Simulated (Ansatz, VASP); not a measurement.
# Two plane-wave programs on Ag

```
Ag
1.0
    -1.61266    1.61266    1.61266
     1.61266   -1.61266    1.61266
     1.61266    1.61266   -1.61266
Ag
1
Direct
  0.00000 0.00000 0.00000
```

Alike in both runs: functional PBEsol; k mesh 8 × 8 × 8; occupations gaussian, width 0.1 eV; no spin polarisation.

Ansatz relaxed the structure, and its values are those at the end. VASP's run is a single point on that final structure, the one shown.

```csv
,VASP,Ansatz
version,VASP 6.6.1,Ansatz 0.2.0
potentials or method,"VASP PAW PBE potentials, release 64 (Ag), cutoff 520 eV","scalar-relativistic, plane waves, PAW"
valence electrons in the cell,11,19
```

```csv
,VASP,Ansatz,Ansatz less VASP
gap on the k mesh at the Fermi level (eV),none,none,-
pressure (GPa),-0.2,0.0,+0.23
```

VASP's potentials were made for PBE, not for PBEsol. A gap of «none» marks a metal or a gap that the smearing closes. VASP's potentials hold 11 valence electrons a cell and Ansatz's 19, so a difference there can come from the potentials and not from the codes.
